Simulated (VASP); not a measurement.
Write the native input for VASP 6.6.1 that does the following.

* Task: relaxation of shape and atoms at fixed volume
* Functional: PBE
* Potentials or basis: VASP PAW PBE potentials, release 64 (In_d)
* Cutoff: 600 eV
* k mesh: 13 × 13 × 13
* Occupations: fermi-dirac, width 0.05 eV
* Spin: no spin polarisation
* Dipole correction: no
* Further INCAR settings: ALGO = Normal; EDIFF = 1e-07; IBRION = 2; EDIFFG = -0.005; NSW = 50; ISIF = 4

The structure of In lies in POSCAR:

```
In
1.0
   -2.3836970944      2.3836970944      1.2656197878
    2.3836970944     -2.3836970944      1.2656197878
    2.3836970944      2.3836970944     -1.2656197878
In
2
Direct
   -0.3750000000     -0.1250000000     -0.2500000000
    0.3750000000      0.1250000000      0.2500000000
```

These files were run (other wordings do the same):

INCAR

```
PREC = Accurate
ENCUT = 600
EDIFF = 1E-7
ISMEAR = -1
SIGMA = 0.05
LREAL = F
LASPH = T
NELM = 100
ALGO = Normal
ISIF = 4
LWAVE = F
LCHARG = F
GGA = PE
IBRION = 2
NSW = 50
EDIFFG = -0.005
```

KPOINTS

```
regular mesh
0
Gamma
  13 13 13
```

Potentials or basis: VASP PAW PBE potentials, release 64 (In_d).

Launch:

```bash
$ cat potpaw_PBE.64/In_d/POTCAR > POTCAR
$ mpirun -np 1 vasp_std > vasp.out
```

It gave:

```json
{
 "Energy gained by relaxing": "0.2 meV/atom",
 "Ionic steps": "3",
 "Pressure after relaxing": "138.1 GPa",
 "Band gap on the k mesh": "zero (bands 13 and 14 overlap by 9.65 eV)"
}
```

Caveat: spin-orbit coupling is left out, which moves the levels of the heavy elements.

Run time: 2.1 min on 1 thread of Intel(R) Xeon(R) 6975P-C (Granite Rapids) (shared host), peak memory 0.24 GiB.
